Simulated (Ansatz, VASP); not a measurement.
Two plane-wave programs on Ge

```
Ge
1.0
     0.00000    2.88598    2.88598
     2.88598    0.00000    2.88598
     2.88598    2.88598    0.00000
Ge
2
Cartesian
  2.8860 2.8860 2.8860
  4.3290 4.3290 4.3290
```

Alike in both runs: functional PBE; k mesh 5 × 5 × 5; occupations fermi-dirac, width 0.05 eV; no spin polarisation.

Ansatz relaxed the structure, and its values are those at the end. VASP's run is a single point on that final structure, the one shown.

|  | VASP | Ansatz |
| --- | --- | --- |
| version | VASP 6.6.1 | Ansatz 0.2.0 |
| potentials or method | VASP PAW PBE potentials, release 64 (Ge_d), cutoff 520 eV | plane waves (420 eV) with PAW, scalar-relativistic |
| valence electrons in the cell | 28 | 28 |

|  | VASP | Ansatz | Ansatz less VASP |
| --- | --- | --- | --- |
| pressure (GPa) | -0.1 | 0.0 | +0.09 |

The functional is the same, so the differences come from potentials, cutoffs and numerics.

The k mesh is coarse, so the values compare programs but aren't converged.
